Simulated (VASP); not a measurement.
Here is a VASP 6.6.1 calculation.

Contents of INCAR:

```
SYSTEM = W
ALGO     = Fast           ! electronic algorithm
EDIFF    = 1E-6           ! SCF threshold, eV
ENCUT    = 520            ! plane-wave cutoff, eV
ISIF     = 2              ! what is computed and relaxed
ISMEAR   = 0              ! smearing method
LASPH    = .TRUE.         ! aspherical terms in the spheres
LCHARG   = .TRUE.         ! write CHGCAR
LELF     = .TRUE.         ! ELF
LREAL    = .FALSE.        ! projectors in reciprocal space
LVHAR    = .TRUE.       
LWAVE    = .FALSE.        ! write WAVECAR
NBANDS   = 13             ! bands
NELM     = 80             ! most SCF steps
PREC     = Accurate       ! precision mode
SIGMA    = 0.1            ! smearing width, eV
```

KPOINTS

```
k-points
0
G
  16 16 16
  0 0 0
```

File POSCAR:

```
W
1.0
   -1.5674691639      1.5674691639      1.5674691639
    1.5674691639     -1.5674691639      1.5674691639
    1.5674691639      1.5674691639     -1.5674691639
W
1
Direct
    0.0000000000      0.0000000000      0.0000000000
```

Potentials or basis: VASP PAW LDA potentials, release 64 (W_sv).

The run is started by

```bash
$ cat potpaw_LDA.64/W_sv/POTCAR > POTCAR
$ mpirun -np 1 vasp_std > vasp.out
```

**Question.** What does it give for the band gap on the k mesh?

**Answer.** Zero (band 7 reaches 17.10 eV, above the bottom of band 8 at 10.43 eV).

**Question.** What does it give for the pressure?

**Answer.** 1.9 GPa.

Caveat: spin-orbit coupling is left out, which moves the levels of the heavy elements.
